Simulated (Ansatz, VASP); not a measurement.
Two plane-wave programs on Si

```xyz
2
Lattice="0.0000 2.7348 2.7348 2.7348 0.0000 2.7348 2.7348 2.7348 0.0000" Properties=species:S:1:pos:R:3 pbc="T T T"
Si    0.0000    0.0000    0.0000
Si    1.3674    1.3674    1.3674
```

Alike in both runs: functional PBE; k mesh 10 × 10 × 10; occupations gaussian, width 0.02 eV; no spin polarisation.

Ansatz relaxed the structure, and its values are those at the end. VASP's run is a single point on that final structure, the one shown.

```csv
,VASP,Ansatz
version,VASP 6.6.1,Ansatz 0.2.0
potentials or method,"VASP PAW PBE potentials, release 64 (Si), cutoff 500 eV","scalar-relativistic, plane waves, PAW"
valence electrons in the cell,8,8
```

VASP gave:

```
gap on the k mesh at the Fermi level (eV) : 0.62
least direct gap on the mesh (eV)         : 2.56
pressure (GPa)                            : 0.0
```

Problem. What did Ansatz give for the same quantities?

Solution. gap on the k mesh at the Fermi level (eV): 0.62; least direct gap on the mesh (eV): 2.55; pressure (GPa): 0.0.

The functional is the same, so the differences come from potentials, cutoffs and numerics.
